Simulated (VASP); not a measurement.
Write the native input for VASP 6.6.1 that does the following.

| Item | Value |
| --- | --- |
| Task | single point |
| Functional | PBE |
| Potentials or basis | VASP PAW PBE potentials, release 64 (Co) |
| Cutoff | 520 eV |
| k mesh | 24 × 24 × 12 |
| Occupations | gaussian, width 0.15 eV |
| Spin | collinear spin, ferromagnetic start |
| Starting moments | [0.275, 0.275] μB |
| Fixed moment | 0.55 μB |
| Dipole correction | no |
| Further INCAR settings | ALGO = Fast; EDIFF = 1e-07; NBANDS = 20 |

The structure of Co lies in POSCAR:

```
Co
1.0
    2.6858061516      0.0000000000      0.0000000000
   -1.3429030758      2.3259763569      0.0000000000
    0.0000000000      0.0000000000      4.3437604874
Co
2
Direct
    0.6666666667      0.3333333333      0.2500000000
    0.3333333333      0.6666666667      0.7500000000
```

These files were run (other wordings do the same):

INCAR

```
  PREC = Accurate
  ENCUT = 520
  EDIFF = 1E-7
  ISMEAR = 0
  SIGMA = 0.15
  LREAL = F
  LASPH = T
  NELM = 150
  ALGO = Fast
  ISIF = 2
  LWAVE = F
  LCHARG = F
  ISPIN = 2
  MAGMOM = 0.275 0.275
  LORBIT = 11
  NUPDOWN = 0.55
  LMAXMIX = 4
  GGA = PE
  NBANDS = 20
```

KPOINTS

```
regular mesh
0
Gamma
  24 24 12
```

Potentials or basis: VASP PAW PBE potentials, release 64 (Co).

Command:

```bash
$ cat potpaw_PBE.64/Co/POTCAR > POTCAR
$ mpirun -np 1 vasp_std > vasp.out
```

It gave:

* Pressure: -35.2 GPa
* Net moment: 0.55 μB per cell
* Site moments: Co +0.29 μB
* Valence electrons inside the program's atomic spheres: Co 7.93

Caveat: the cell stands under tension; the total moment is fixed, so each spin has its own Fermi level.

It took 4.1 min on 1 thread of Intel(R) Xeon(R) Platinum 8559C (Emerald Rapids), on a shared host, peak memory 0.4 GiB.
